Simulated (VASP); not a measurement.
Eu:

```
Eu
1.0
    -2.22747    2.22747    2.22747
     2.22747   -2.22747    2.22747
     2.22747    2.22747   -2.22747
Eu
1
Direct
  0.00000 0.00000 0.00000
```

Base run:

```yaml
Program: VASP 6.6.1
Functional: r2SCAN
Potentials_or_basis: VASP PAW PBE potentials, release 64 (Eu)
Cutoff: 520 eV
k_mesh: 10 × 10 × 10
Occupations: methfessel-paxton, width 0.6 eV
Spin: collinear spin, ferromagnetic start
Starting_moments: "[7.31] μB"
```

Its results: pressure -0.6 GPa; net moment 7.91 μB per cell; site moments Eu +6.73 μB.

Q: The run is repeated on the same cell with these changes: occupations from methfessel-paxton, width 0.6 eV to methfessel-paxton, width 0.2 eV. What comes out?

A: Pressure -0.4 GPa; net moment 7.71 μB per cell; site moments Eu +6.70 μB.

Caveats: the PAW data sets were made with another functional, which shifts forces and pressure a little; so wide a smearing shifts energies and pressures (at least some runs).
